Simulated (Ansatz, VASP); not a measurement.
# Two plane-wave programs on Rh

INCAR

```
SYSTEM = Rh
  PREC = Accurate
  ENCUT = 520
  EDIFF = 1E-6
  ISMEAR = 0
  SIGMA = 0.15
  LREAL = .FALSE.
  LASPH = .TRUE.
  NELM = 80
  ALGO = Fast
  ISIF = 2
  LWAVE = .FALSE.
  LCHARG = .FALSE.
  GGA = PS
  NBANDS = 22
```

File KPOINTS:

```
Automatic mesh
0
G
  21 21 12
  0 0 0
```

File POSCAR:

```
Rh
1.0
    2.6490496710      0.0000000000      0.0000000000
   -1.3245248355      2.2941443109      0.0000000000
    0.0000000000      0.0000000000      4.2956343300
Rh
2
Direct
    0.6666666667      0.3333333333      0.7500000000
    0.3333333333      0.6666666667      0.2500000000
```

Input for Ansatz:

```yaml
crystal:
  lattice:
    - [2.649049671, 0.0, 0.0]
    - [-1.3245248355, 2.2941443109, 0.0]
    - [0.0, 0.0, 4.29563433]
  atoms:
    - { symbol: Rh, position: [0.6666666667, 0.3333333333, 0.75] }
    - { symbol: Rh, position: [0.3333333333, 0.6666666667, 0.25] }
basis:
  ecutwfc: 420
kpoints:
  mp_grid: { grid: [21, 21, 12] }
hamiltonian:
  xc: pbesol
scf:
  occupations: { method: gaussian, width: 0.15 }
output:
  forces: true
  stress: true
  eigenvalues: true
```

Change from the starting cell: strain -0.030 along x and y, -0.030 along z, atoms carried along.

Alike in both runs: task single point; functional PBEsol; k mesh 21 × 21 × 12; occupations gaussian, width 0.15 eV; no spin polarisation.

```csv
,VASP,Ansatz
version,VASP 6.6.1,Ansatz 0.2.0
potentials or method,"VASP PAW PBE potentials, release 64 (Rh_pv), cutoff 520 eV","scalar-relativistic, plane waves, PAW"
valence electrons in the cell,30,34
```

|  | VASP | Ansatz | Ansatz less VASP |
| --- | --- | --- | --- |
| gap on the k mesh at the Fermi level (eV) | none | none | - |
| pressure (GPa) | 12.1 | 12.1 | +0.08 |
| traceless stress, the component that is largest in VASP (GPa) | -0.91 | -0.92 | -0.004 |

VASP's potentials were made for PBE, not for PBEsol. A gap of «none» marks a metal or a gap that the smearing closes. VASP's potentials hold 30 valence electrons a cell and Ansatz's 34, so a difference there can come from the potentials and not from the codes.
